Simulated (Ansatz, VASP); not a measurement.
## One calculation of GaAs, two programs

```
Ga As
1.0
     0.00000    2.84557    2.84557
     2.84557    0.00000    2.84557
     2.84557    2.84557    0.00000
Ga As
1 1
Direct
  0.00000 0.00000 0.00000
  0.75000 0.75000 0.75000
```

Change from the starting cell: volume scaled by 1.02, PAW files.

Alike in both runs: task electric field gradients; functional LDA; k mesh 10 × 10 × 10; occupations fermi-dirac, width 0.08 eV; no spin polarisation.

|  | VASP | Ansatz |
| --- | --- | --- |
| version | VASP 6.6.1 | Ansatz 0.2.0 |
| potentials or method | VASP PAW LDA potentials, release 64 (Ga_d, As) | PAW with Ansatz's default frozen-core files, scalar-relativistic |
| plane-wave cutoff (eV) | 520 | 420 |
| valence electrons in the cell | 18 | 28 |

VASP gave:

* pressure (GPa): -2.8

**Question.** What did Ansatz give for the same quantities?

**Answer.** Pressure (GPa): -3.1.

LDA's correlation is that of Perdew and Zunger in VASP and of Perdew and Wang (1992) in Ansatz. VASP's potentials hold 18 valence electrons a cell and Ansatz's 28, so a difference there can come from the potentials and not from the codes.
